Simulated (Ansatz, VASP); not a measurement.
Given: the input of a run of VASP 6.6.1 on Ta3AsAu2O13.

File INCAR:

```
SYSTEM = Ta3AsAu2O13
  PREC = Accurate
  ENCUT = 520
  EDIFF = 1E-7
  ISMEAR = -1
  SIGMA = 0.05
  LREAL = Auto
  LASPH = .TRUE.
  NELM = 80
  ALGO = Normal
  ISIF = 2
  LWAVE = .FALSE.
  LCHARG = .FALSE.
  GGA = PE
  NBANDS = 84
```

The input KPOINTS:

```
regular mesh
0
G
  3 3 3
  0 0 0
```

File POSCAR:

```
Ta3AsAu2O13
1.0
    5.2423700000      3.0266800000      4.1427300000
   -5.2423700000      3.0266800000      4.1427300000
    0.0000000000     -6.0533700000      4.1427300000
Ta As Au O
3 1 2 13
Direct
    0.2310800000      0.5722900000      0.2310800000
    0.2310800000      0.2310800000      0.5722900000
    0.5722900000      0.2310800000      0.2310800000
    0.5587800000      0.5587800000      0.5587800000
    0.9655900000      0.9655900000      0.9655900000
    0.7510500000      0.7510500000      0.7510500000
    0.4088400000      0.6676200000      0.4088400000
    0.4088400000      0.4088400000      0.6676200000
    0.6676200000      0.4088400000      0.4088400000
    0.4972600000      0.0131300000      0.3602400000
    0.3602400000      0.4972600000      0.0131300000
    0.0131300000      0.3602400000      0.4972600000
    0.3602400000      0.0131300000      0.4972600000
    0.0131300000      0.4972600000      0.3602400000
    0.4972600000      0.3602400000      0.0131300000
    0.1096300000      0.7480600000      0.1096300000
    0.1096300000      0.1096300000      0.7480600000
    0.7480600000      0.1096300000      0.1096300000
    0.3084000000      0.3084000000      0.3084000000
```

Potentials or basis: VASP PAW PBE potentials, release 64 (Ta_pv, As, Au, O).

Run with:

```bash
$ cat potpaw_PBE.64/Ta_pv/POTCAR potpaw_PBE.64/As/POTCAR potpaw_PBE.64/Au/POTCAR potpaw_PBE.64/O/POTCAR > POTCAR
$ mpirun -np 1 vasp_std > vasp.out
```

Question: Translate it to Ansatz 0.2.0. Potentials there: all-electron LAPW, scalar-relativistic.

Answer: As run (the cutoff follows the program's own potentials):

input.yaml

```yaml
crystal:
  lattice:
    - [5.24237, 3.02668, 4.14273]
    - [-5.24237, 3.02668, 4.14273]
    - [0.0, -6.05337, 4.14273]
  atoms:
    - { symbol: Ta, position: [0.23108, 0.57229, 0.23108] }
    - { symbol: Ta, position: [0.23108, 0.23108, 0.57229] }
    - { symbol: Ta, position: [0.57229, 0.23108, 0.23108] }
    - { symbol: As, position: [0.55878, 0.55878, 0.55878] }
    - { symbol: Au, position: [0.96559, 0.96559, 0.96559] }
    - { symbol: Au, position: [0.75105, 0.75105, 0.75105] }
    - { symbol: O, position: [0.40884, 0.66762, 0.40884] }
    - { symbol: O, position: [0.40884, 0.40884, 0.66762] }
    - { symbol: O, position: [0.66762, 0.40884, 0.40884] }
    - { symbol: O, position: [0.49726, 0.01313, 0.36024] }
    - { symbol: O, position: [0.36024, 0.49726, 0.01313] }
    - { symbol: O, position: [0.01313, 0.36024, 0.49726] }
    - { symbol: O, position: [0.36024, 0.01313, 0.49726] }
    - { symbol: O, position: [0.01313, 0.49726, 0.36024] }
    - { symbol: O, position: [0.49726, 0.36024, 0.01313] }
    - { symbol: O, position: [0.10963, 0.74806, 0.10963] }
    - { symbol: O, position: [0.10963, 0.10963, 0.74806] }
    - { symbol: O, position: [0.74806, 0.10963, 0.10963] }
    - { symbol: O, position: [0.3084, 0.3084, 0.3084] }
kpoints:
  mp_grid: { grid: [3, 3, 3] }
scf:
  occupations: { method: fermi_dirac, width: 0.05 }
hamiltonian:
  xc: pbe
  pseudopotentials: { kind: all_electron, lapw: { basis_error: 0.003 } }
output:
  forces: true
  stress: true
  eigenvalues: true
```

Potentials or basis: all-electron LAPW, scalar-relativistic.

Command:

```bash
$ ansatz run input.yaml --threads 8 --pin off --max-ram 30720MiB --backend cpu --events-out ev --progress --plain --runs-dir out
```

Both were run:

|  | VASP | Ansatz | Ansatz less VASP |
| --- | --- | --- | --- |
| gap on the k mesh at the Fermi level (eV) | 1.09 | 1.11 | +0.023 |
| least direct gap on the mesh (eV) | 1.13 | 1.16 | +0.022 |
| pressure (GPa) | 0.6 | 0.0 | -0.58 |
| traceless stress, the component that is largest in VASP (GPa) | -0.28 | -0.01 | +0.274 |
| rms of the force components (eV/Å) | 0.100 | 0.003 | -0.0973 |

Atom by atom the forces differ by 0.100 eV/Å (rms over components). Ansatz ran all-electron here, and VASP with PAW potentials.

Spin-orbit coupling is off throughout.
